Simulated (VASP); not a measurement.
# KMgF3 (Pm-3m) in VASP: a series of runs

The runs below take KMgF3 through single point, with PBE.

All numbers are computed with VASP 6.6.1; they aren't measurements. Logs are shortened: lines on timing, memory, paths and dates and some standing lists are left out, and cuts for length are marked.

## (1) The cell of the first run

The structure is cubic, space group Pm-3m (No. 221). The conventional cell has a = 3.885 Å, b = 3.885 Å, c = 3.885 Å, α = 90.00°, β = 90.00°, γ = 90.00°. K (site symmetry m-3m) has 12 F at 2.75 Å and 8 Mg at 3.36 Å within 3.6 Å. Within 2.6 Å of Mg (site symmetry m-3m) lie 6 F at 1.94 Å. Within 2.6 Å of F (site symmetry 4/mmm) lie 2 Mg at 1.94 Å.

## (2) Single point, PBE (volume scaled by 0.88)

INCAR reads:

```
PREC = Accurate
ENCUT = 520
EDIFF = 1E-6
ISMEAR = 0
SIGMA = 0.02
LREAL = False
LASPH = True
NELM = 60
ALGO = Normal
ISIF = 2
LWAVE = False
LCHARG = False
GGA = PE
NBANDS = 24
```

KPOINTS reads:

```
regular mesh
0
Gamma
  6 6 6
```

POSCAR reads:

```
KMgF3
1.0
    3.8850618471      0.0000000000      0.0000000000
    0.0000000000      3.8850618471      0.0000000000
    0.0000000000      0.0000000000      3.8850618471
K Mg F
1 1 3
Direct
    0.5000000000      0.5000000000      0.5000000000
    0.0000000000      0.0000000000      0.0000000000
    0.5000000000      0.0000000000      0.0000000000
    0.0000000000      0.5000000000      0.0000000000
    0.0000000000      0.0000000000      0.5000000000
```

Potentials or basis: VASP PAW PBE potentials, release 64 (K_sv, Mg, F).

The run is started by

```
> cat potpaw_PBE.64/K_sv/POTCAR potpaw_PBE.64/Mg/POTCAR potpaw_PBE.64/F/POTCAR > POTCAR
> mpirun -np 1 vasp_std > vasp.out
```

OUTCAR:

```text
PREC = Accurate
   ENCUT = 520
   EDIFF = 1E-6
   ISMEAR = 0
   LREAL = False
   LASPH = True
   NELM = 60
   ISIF = 2
   GGA = PE

 ion  position               nearest neighbor table
   1  0.500  0.500  0.500-   3 2.75   4 2.75   5 2.75   3 2.75   4 2.75   3 2.75   5 2.75   3 2.75
                             4 2.75   5 2.75   4 2.75   5 2.75   2 3.36   2 3.36   2 3.36   2 3.36
   2  0.000  0.000  0.000-   3 1.94   4 1.94   5 1.94   5 1.94   4 1.94   3 1.94   1 3.36   1 3.36
                             1 3.36   1 3.36   1 3.36   1 3.36   1 3.36   1 3.36
   3  0.500  0.000  0.000-   2 1.94   2 1.94   1 2.75   1 2.75   1 2.75   1 2.75
   4  0.000  0.500  0.000-   2 1.94   2 1.94   1 2.75   1 2.75   1 2.75   1 2.75
   5  0.000  0.000  0.500-   2 1.94   2 1.94   1 2.75   1 2.75   1 2.75   1 2.75

  LATTYP: Found a simple cubic cell.
 ALAT       =     3.8850618471

  Lattice vectors:

 A1 = (   3.8850618471,   0.0000000000,   0.0000000000)
 A2 = (   0.0000000000,   3.8850618471,   0.0000000000)
 A3 = (   0.0000000000,   0.0000000000,   3.8850618471)

Analysis of symmetry for initial positions (statically):
=====================================================================
 Subroutine PRICEL returns:
 Original cell was already a primitive cell.

 Routine SETGRP: Setting up the symmetry group for a
 simple cubic supercell.

 Subroutine GETGRP returns: Found 48 space group operations
 (whereof 48 operations were pure point group operations)
 out of a pool of 48 trial point group operations.

The static configuration has the point symmetry O_h .

Analysis of symmetry for dynamics (positions and initial velocities):
=====================================================================
 Subroutine PRICEL returns:
 Original cell was already a primitive cell.

 Routine SETGRP: Setting up the symmetry group for a
 simple cubic supercell.

 Subroutine GETGRP returns: Found 48 space group operations
 (whereof 48 operations were pure point group operations)
 out of a pool of 48 trial point group operations.

The dynamic configuration has the point symmetry O_h .

 Subroutine INISYM returns: Found 48 space group operations
 (whereof 48 operations are pure point group operations),
 and found     1 'primitive' translations

----------------------------------------------------------------------------------------

                                     Primitive cell

  volume of cell :      58.6400

  direct lattice vectors                    reciprocal lattice vectors
     3.885061847  0.000000000  0.000000000     0.257396160  0.000000000  0.000000000
     0.000000000  3.885061847  0.000000000     0.000000000  0.257396160  0.000000000
     0.000000000  0.000000000  3.885061847     0.000000000  0.000000000  0.257396160

  length of vectors
     3.885061847  3.885061847  3.885061847     0.257396160  0.257396160  0.257396160

  position of ions in fractional coordinates (direct lattice)
     0.500000000  0.500000000  0.500000000
     0.000000000  0.000000000  0.000000000
     0.500000000  0.000000000  0.000000000
     0.000000000  0.500000000  0.000000000
     0.000000000  0.000000000  0.500000000

  ion indices of the primitive-cell ions
   primitive index   ion index
                 1           1
                 2           2
                 3           3
                 4           4
                 5           5

----------------------------------------------------------------------------------------

 KPOINTS: regular mesh

Automatic generation of k-mesh.
 Grid dimensions read from file:
 generate k-points for:    6    6    6

 Generating k-lattice:

  Cartesian coordinates                     Fractional coordinates (reciprocal lattice)
     0.042899360  0.000000000  0.000000000     0.166666667  0.000000000  0.000000000
     0.000000000  0.042899360  0.000000000     0.000000000  0.166666667  0.000000000
     0.000000000  0.000000000  0.042899360     0.000000000  0.000000000  0.166666667

  Length of vectors
     0.042899360  0.042899360  0.042899360

  Shift w.r.t. Gamma in fractional coordinates (k-lattice)
     0.000000000  0.000000000  0.000000000

 Subroutine IBZKPT returns following result:
 ===========================================

 Found     20 irreducible k-points:

 Following reciprocal coordinates:
            Coordinates               Weight
  0.000000  0.000000  0.000000      1.000000
  0.166667  0.000000  0.000000      6.000000
  0.333333  0.000000  0.000000      6.000000
  0.500000  0.000000  0.000000      3.000000
  0.166667  0.166667  0.000000     12.000000
  0.333333  0.166667  0.000000     24.000000
[... 12 lines left out ...]
  0.500000  0.500000  0.333333      6.000000
  0.500000  0.500000  0.500000      1.000000
   k-points           NKPTS =     20   k-points in BZ     NKDIM =     20   number of bands    NBANDS=     24
   number of dos      NEDOS =    301   number of ions     NIONS =      5
   total plane-waves  NPLWV =  27000
[... 73 lines left out ...]
      1     -26.7031      2.00000
      2     -21.5216      2.00000
      3     -20.7621      2.00000
      4     -20.7621      2.00000
      5     -10.2061      2.00000
      6     -10.2061      2.00000
[... 16 lines left out ...]
     23      13.7607      0.00000
     24      16.7015      0.00000

 k-point     2 :       0.1667    0.0000    0.0000
  band No.  band energies     occupation
      1     -26.6919      2.00000
      2     -21.4897      2.00000
      3     -20.8066      2.00000
      4     -20.7598      2.00000
      5     -10.1947      2.00000
      6     -10.1867      2.00000
[... 16 lines left out ...]
     23      13.7559      0.00000
     24      16.6066      0.00000

 k-point     3 :       0.3333    0.0000    0.0000
  band No.  band energies     occupation
      1     -26.6695      2.00000
      2     -21.4144      2.00000
      3     -20.9074      2.00000
      4     -20.7544      2.00000
      5     -10.1723      2.00000
      6     -10.1473      2.00000
[... 16 lines left out ...]
     23      13.5756      0.00000
     24      16.0341      0.00000

 k-point     4 :       0.5000    0.0000    0.0000
  band No.  band energies     occupation
      1     -26.6581      2.00000
      2     -21.3635      2.00000
      3     -20.9695      2.00000
      4     -20.7516      2.00000
      5     -10.1612      2.00000
      6     -10.1273      2.00000
[... 16 lines left out ...]
     23      13.7653      0.00000
     24      15.0936      0.00000

 k-point     5 :       0.1667    0.1667    0.0000
  band No.  band energies     occupation
      1     -26.6817      2.00000
      2     -21.4554      2.00000
      3     -20.8246      2.00000
      4     -20.7812      2.00000
      5     -10.2233      2.00000
      6     -10.1681      2.00000
[... 16 lines left out ...]
     23      13.7856      0.00000
     24      15.9080      0.00000

 k-point     6 :       0.3333    0.1667    0.0000
  band No.  band energies     occupation
      1     -26.6610      2.00000
      2     -21.3725      2.00000
      3     -20.9144      2.00000
      4     -20.7849      2.00000
      5     -10.2196      2.00000
      6     -10.1473      2.00000
[... 16 lines left out ...]
     23      13.6817      0.00000
     24      15.3634      0.00000
[... 271 lines left out ...]
 k-point    17 :       0.3333    0.3333    0.3333
  band No.  band energies     occupation
      1     -26.6250      2.00000
      2     -21.1497      2.00000
      3     -20.9268      2.00000
      4     -20.9268      2.00000
      5     -10.3445      2.00000
      6     -10.3445      2.00000
[... 16 lines left out ...]
     23      14.5537      0.00000
     24      15.4181      0.00000

 k-point    18 :       0.5000    0.3333    0.3333
  band No.  band energies     occupation
      1     -26.6186      2.00000
      2     -21.0766      2.00000
      3     -20.9855      2.00000
      4     -20.9209      2.00000
      5     -10.3727      2.00000
      6     -10.3710      2.00000
[... 16 lines left out ...]
     23      13.9242      0.00000
     24      15.2124      0.00000

 k-point    19 :       0.5000    0.5000    0.3333
  band No.  band energies     occupation
      1     -26.6130      2.00000
      2     -20.9925      2.00000
      3     -20.9823      2.00000
      4     -20.9823      2.00000
      5     -10.4106      2.00000
      6     -10.4106      2.00000
[... 16 lines left out ...]
     23      14.3404      0.00000
     24      14.3404      0.00000

 k-point    20 :       0.5000    0.5000    0.5000
  band No.  band energies     occupation
      1     -26.6081      2.00000
      2     -20.9752      2.00000
      3     -20.9752      2.00000
      4     -20.9752      2.00000
      5     -10.4506      2.00000
      6     -10.4506      2.00000
[... 16 lines left out ...]
     23      14.7711      0.00000
     24      14.7711      0.00000

------------------------ aborting loop because EDIFF is reached ----------------------------------------

  FORCE on cell =-STRESS in cart. coord.  units (eV):
  Direction    XX          YY          ZZ          XY          YZ          ZX
  --------------------------------------------------------------------------------------
  -------------------------------------------------------------------------------------
  Total        3.9699558      3.9699558      3.9699558     -0.0000000     -0.0000000      0.0000000
  in kB      108.4682033    108.4682033    108.4682033     -0.0000000     -0.0000000      0.0000000
  external PRESSURE =     108.4682033 kB  Pullay stress =       0.0000000 kB

 VOLUME and BASIS-vectors are now :
 -----------------------------------------------------------------------------
  energy-cutoff  :      520.00
  volume of cell :       58.64
      direct lattice vectors                 reciprocal lattice vectors
     3.885061847  0.000000000  0.000000000     0.257396160  0.000000000  0.000000000
     0.000000000  3.885061847  0.000000000     0.000000000  0.257396160  0.000000000
     0.000000000  0.000000000  3.885061847     0.000000000  0.000000000  0.257396160

 POSITION                                       TOTAL-FORCE (eV/Angst)
 -----------------------------------------------------------------------------------
      1.94253      1.94253      1.94253         0.000000      0.000000      0.000000
      0.00000      0.00000      0.00000         0.000000      0.000000      0.000000
      1.94253      0.00000      0.00000         0.000000      0.000000      0.000000
      0.00000      1.94253      0.00000         0.000000      0.000000      0.000000
      0.00000      0.00000      1.94253         0.000000      0.000000      0.000000
 -----------------------------------------------------------------------------------
    total drift:                                0.000000     -0.000000      0.000000

  FREE ENERGIE OF THE ION-ELECTRON SYSTEM (eV)
  ---------------------------------------------------
  free  energy   TOTEN  =       -24.2039889789 eV

  energy  without entropy=      -24.2039889789  energy(sigma->0) =      -24.20398898
```

Wall time 13 s (1 thread of Intel Xeon 6975P-C (Granite Rapids), shared host); peak memory 0.17 GiB.

What came out:

```
Free energy            : -24.2040 eV
Pressure               : 10.8 GPa
Band gap on the k mesh : 7.91 eV, indirect (least direct gap 8.23 eV)
```

 A k mesh can miss the band edges.

## (3) Single point, PBE (volume scaled by 0.94)

INCAR reads:

```
SYSTEM = KMgF3
ALGO = Normal ; EDIFF = 1E-6
ENCUT = 520 ; GGA = PE
ISIF = 2 ; ISMEAR = 0
LASPH = .TRUE. ; LCHARG = .FALSE.
LREAL = .FALSE. ; LWAVE = .FALSE.
NBANDS = 24 ; NELM = 100
PREC = Accurate ; SIGMA = 0.02
```

KPOINTS reads:

```
k-points
0
G
  6 6 6
  0 0 0
```

Changes to POSCAR since step 2:

```diff
@@ -2,5 +2,5 @@
 1.0
-    3.8850618471      0.0000000000      0.0000000000
-    0.0000000000      3.8850618471      0.0000000000
-    0.0000000000      0.0000000000      3.8850618471
+    3.9714246825      0.0000000000      0.0000000000
+    0.0000000000      3.9714246825      0.0000000000
+    0.0000000000      0.0000000000      3.9714246825
 K Mg F
```

Potentials or basis: VASP PAW PBE potentials, release 64 (K_sv, Mg, F).

The run is started by

```
> cat potpaw_PBE.64/K_sv/POTCAR potpaw_PBE.64/Mg/POTCAR potpaw_PBE.64/F/POTCAR > POTCAR
> mpirun -np 1 vasp_std > vasp.out
```

Wall time 14 s (1 thread of Intel Xeon 6975P-C (Granite Rapids), shared host); peak memory 0.18 GiB.

Results (log left out):

- Free energy: -24.3967 eV
- Pressure: 4.3 GPa
- Band gap on the k mesh: 7.39 eV, indirect (least direct gap 7.71 eV)

Levels at points of the mesh, in eV from the valence-band top:
| k point | band 14 | band 15 | band 16 | band 17 | band 18 | band 19 |
| --- | --- | --- | --- | --- | --- | --- |
| (0.00, 0.00, 0.00) | -0.32 | -0.32 | -0.32 | 7.39 | 10.10 | 10.10 |
| (0.50, 0.00, 0.00) | -0.87 | -0.54 | -0.54 | 10.19 | 10.56 | 11.15 |
| (0.50, 0.50, 0.00) | -0.90 | -0.90 | -0.02 | 10.98 | 11.75 | 12.74 |
| (0.50, 0.50, 0.50) | 0.00 | 0.00 | 0.00 | 10.49 | 10.49 | 10.49 |

 A k mesh can miss the band edges.

## (4) Single point, PBE (volume scaled by 1.06)

INCAR reads:

```
PREC = Accurate
ENCUT = 520
EDIFF = 1E-6
ISMEAR = 0
SIGMA = 0.02
LREAL = F
LASPH = T
NELM = 80
ALGO = Normal
ISIF = 2
LWAVE = F
LCHARG = T
GGA = PE
LELF = T
LVHAR = T
NBANDS = 24
```

KPOINTS reads:

```
Automatic mesh
0
Gamma
  6 6 6
```

Changes to POSCAR since step 3:

```diff
@@ -2,5 +2,5 @@
 1.0
-    3.9714246825      0.0000000000      0.0000000000
-    0.0000000000      3.9714246825      0.0000000000
-    0.0000000000      0.0000000000      3.9714246825
+    4.1337004409      0.0000000000      0.0000000000
+    0.0000000000      4.1337004409      0.0000000000
+    0.0000000000      0.0000000000      4.1337004409
 K Mg F
```

The run is started by

```
> cat potpaw_PBE.64/K_sv/POTCAR potpaw_PBE.64/Mg/POTCAR potpaw_PBE.64/F/POTCAR > POTCAR
> mpirun -np 1 vasp_std > vasp.out
```

Run time: 13 s. Hardware: 1 thread of Intel Xeon 6975P-C (Granite Rapids), shared host; peak memory 0.19 GiB.

It converged, with:

```yaml
Free_energy: -24.4025 eV
Pressure: -3.8 GPa
Band_gap_on_the_k_mesh: 6.53 eV, indirect (least direct gap 6.84 eV)
```

Levels at points of the mesh, in eV from the valence-band top:
```csv
k point,band 13,band 14,band 15,band 16,band 17,band 18,band 19,band 20
"(0.00, 0.00, 0.00)",-0.53,-0.32,-0.32,-0.32,6.53,9.92,9.92,11.94
"(0.50, 0.00, 0.00)",-0.74,-0.72,-0.47,-0.47,9.37,9.44,10.83,12.29
"(0.50, 0.50, 0.00)",-0.87,-0.80,-0.80,-0.02,10.24,11.14,11.64,11.64
"(0.50, 0.50, 0.50)",-1.03,0.00,0.00,0.00,10.01,10.01,10.01,13.08
```

## (5) Single point, PBE (volume scaled by 1.10)

INCAR reads:

```
SYSTEM = KMgF3
ALGO     = Normal         ! electronic algorithm
EDIFF    = 1E-7           ! SCF threshold, eV
ENCUT    = 520            ! plane-wave cutoff, eV
GGA      = PE             ! functional
ISIF     = 2              ! what is computed and relaxed
ISMEAR   = 0              ! smearing method
LASPH    = .TRUE.         ! aspherical terms in the spheres
LCHARG   = .TRUE.         ! write CHGCAR
LELF     = .TRUE.         ! ELF
LREAL    = .FALSE.        ! projectors in reciprocal space
LVHAR    = .TRUE.       
LWAVE    = .FALSE.        ! write WAVECAR
NBANDS   = 24             ! bands
NELM     = 80             ! most SCF steps
PREC     = Accurate       ! precision mode
SIGMA    = 0.02           ! smearing width, eV
```

KPOINTS reads:

```
k-points
0
G
  6 6 6
  0 0 0
```

Changes to POSCAR since step 4:

```diff
@@ -2,5 +2,5 @@
 1.0
-    4.1337004409      0.0000000000      0.0000000000
-    0.0000000000      4.1337004409      0.0000000000
-    0.0000000000      0.0000000000      4.1337004409
+    4.1850560081      0.0000000000      0.0000000000
+    0.0000000000      4.1850560081      0.0000000000
+    0.0000000000      0.0000000000      4.1850560081
 K Mg F
```

The run is started by

```
> cat potpaw_PBE.64/K_sv/POTCAR potpaw_PBE.64/Mg/POTCAR potpaw_PBE.64/F/POTCAR > POTCAR
> mpirun -np 1 vasp_std > vasp.out
```

Run time: 14 s. Hardware: 1 thread of Intel Xeon 6975P-C (Granite Rapids), shared host; peak memory 0.19 GiB.

It converged, with:

```
Free energy            : -24.3292 eV
Pressure               : -5.5 GPa
Band gap on the k mesh : 6.28 eV, indirect (least direct gap 6.60 eV)
```

Levels at points of the mesh, in eV from the valence-band top:
| k point | band 12 | band 13 | band 14 | band 15 | band 16 | band 17 | band 18 | band 19 | band 20 | band 21 |
| --- | --- | --- | --- | --- | --- | --- | --- | --- | --- | --- |
| (0.00, 0.00, 0.00) | -0.50 | -0.50 | -0.31 | -0.31 | -0.31 | 6.28 | 9.86 | 9.86 | 11.84 | 11.84 |
| (0.50, 0.00, 0.00) | -0.71 | -0.71 | -0.67 | -0.45 | -0.45 | 9.03 | 9.21 | 10.73 | 12.11 | 12.11 |
| (0.50, 0.50, 0.00) | -0.81 | -0.81 | -0.77 | -0.77 | -0.01 | 10.00 | 10.94 | 11.33 | 11.33 | 12.20 |
| (0.50, 0.50, 0.50) | -1.00 | -1.00 | 0.00 | 0.00 | 0.00 | 9.86 | 9.86 | 9.86 | 12.79 | 13.22 |

## (6) Overview

| cell | gap on the mesh (eV) | pressure (GPa) |
| --- | --- | --- |
| a = 3.885 Å, 5 atoms | 7.91 | 10.8 |
| a = 3.971 Å, 5 atoms | 7.39 | 4.3 |
| a = 4.134 Å, 5 atoms | 6.53 | -3.8 |
| a = 4.185 Å, 5 atoms | 6.28 | -5.5 |

Alike in all rows: task single point; level PBE; potentials or basis VASP PAW PBE potentials, release 64 (K_sv, Mg, F); no spin polarisation; k mesh 6 × 6 × 6; cutoff (eV) 520; smearing gaussian 0.02 eV.

Total energies depend on the potentials used, so only differences within one code and one set of settings carry meaning.
